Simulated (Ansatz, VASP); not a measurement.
**One calculation of Si2Mo, two programs**

```
Si Mo
1.0
    -1.57838    1.57838    3.87738
     1.57838   -1.57838    3.87738
     1.57838    1.57838   -3.87738
Si Mo
2 1
Direct
  0.33434 0.33434 0.00000
  0.66566 0.66566 0.00000
  0.00000 0.00000 0.00000
```

Change from the starting cell: volume scaled by 0.96, ions relaxed.

Alike in both runs: functional PBE; k mesh 20 × 20 × 20; occupations fermi-dirac, width 0.05 eV; no spin polarisation.

Ansatz relaxed the structure, and its values are those at the end. VASP's run is a single point on that final structure, the one shown.

|  | VASP | Ansatz |
| --- | --- | --- |
| version | VASP 6.6.1 | Ansatz 0.2.0 |
| potentials or method | VASP PAW PBE potentials, release 64 (Si, Mo_sv) | plane-wave PAW, scalar-relativistic |
| plane-wave cutoff (eV) | 520 | 420 |
| valence electrons in the cell | 22 | 22 |

|  | VASP | Ansatz | Ansatz less VASP |
| --- | --- | --- | --- |
| pressure (GPa) | 12.3 | 12.1 | -0.19 |

Ansatz's warnings: stress scf threshold loose.
